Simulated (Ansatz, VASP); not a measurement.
P in VASP and in Ansatz

```xyz
4
Lattice="1.6555 -5.1595 0.0000 1.6555 5.1595 0.0000 0.0000 0.0000 4.3170" Properties=species:S:1:pos:R:3 pbc="T T T"
P     1.6555   -4.0835    0.3345
P     1.6555   -1.0760    2.4930
P     1.6555    4.0835    3.9825
P     1.6555    1.0760    1.8240
```

Alike in both runs: task electric field gradients; functional PBEsol; k mesh 15 × 15 × 11; occupations fermi-dirac, width 0.05 eV; no spin polarisation.

```csv
,VASP,Ansatz
version,VASP 6.6.1,Ansatz 0.2.0
potentials or method,"VASP PAW PBE potentials, release 64 (P)","plane-wave PAW, scalar-relativistic"
plane-wave cutoff (eV),520,420
valence electrons in the cell,20,20
```

|  | VASP | Ansatz | Ansatz less VASP |
| --- | --- | --- | --- |
| pressure (GPa) | -0.8 | -0.7 | +0.09 |
| traceless stress, the component that is largest in VASP (GPa) | 0.56 | 0.61 | +0.046 |
| rms of the force components (eV/Å) | 0.017 | 0.008 | -0.0097 |
| size of Vzz on the site where it differs most (V/Å²) | 66.9 | 68.9 | +2.04 |

VASP's potentials were made for PBE, not for PBEsol. Atom by atom the forces differ by 0.017 eV/Å (rms over components). The functional is the same, so the differences come from potentials, cutoffs and numerics.
